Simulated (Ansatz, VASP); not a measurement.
**ScAl3: VASP beside Ansatz**

Contents of INCAR:

```
ALGO = Normal
EDIFF = 1E-7
ENCUT = 520
GGA = PS
ISIF = 2
ISMEAR = -1
IVDW = 12
LASPH = True
LCHARG = False
LREAL = False
LWAVE = False
NBANDS = 18
NELM = 100
PREC = Accurate
SIGMA = 0.1
```

Contents of KPOINTS:

```
k-points
0
Gamma
  6 6 6
```

The input POSCAR:

```
ScAl3
1.0
    4.0878070000      0.0000000000      0.0000000000
    0.0000000000      4.0878070000      0.0000000000
    0.0000000000      0.0000000000      4.0878070000
Sc Al
1 3
Direct
    0.0000000000      0.0000000000      0.0000000000
    0.5000000000      0.0000000000      0.5000000000
    0.0000000000      0.5000000000      0.5000000000
    0.5000000000      0.5000000000      0.0000000000
```

Input for Ansatz:

```yaml
crystal:
  lattice:
    - [4.087807, 0.0, 0.0]
    - [0.0, 4.087807, 0.0]
    - [0.0, 0.0, 4.087807]
  atoms:
    - { symbol: Sc, position: [0.0, 0.0, 0.0] }
    - { symbol: Al, position: [0.5, 0.0, 0.5] }
    - { symbol: Al, position: [0.0, 0.5, 0.5] }
    - { symbol: Al, position: [0.5, 0.5, 0.0] }
basis:
  ecutwfc: 500.0
kpoints:
  mp_grid:
    grid: [6, 6, 6]
hamiltonian:
  xc: pbesol
  dispersion: d3bj
scf:
  occupations:
    method: fermi_dirac
output:
  stress: true
```

Alike in both runs: task single point; functional PBEsol; dispersion D3(BJ); k mesh 6 × 6 × 6; no spin polarisation.

```csv
,VASP,Ansatz
version,VASP 6.6.1,Ansatz 0.2.0
potentials or method,"VASP PAW PBE potentials, release 64 (Sc_sv, Al), cutoff 520 eV","plane waves, PAW"
occupations,"fermi-dirac, width 0.1 eV",fermi-dirac
valence electrons in the cell,20,20
```

|  | VASP | Ansatz | Ansatz less VASP |
| --- | --- | --- | --- |
| pressure (GPa) | -4.4 | -4.5 | -0.12 |

VASP's potentials were made for PBE, not for PBEsol.
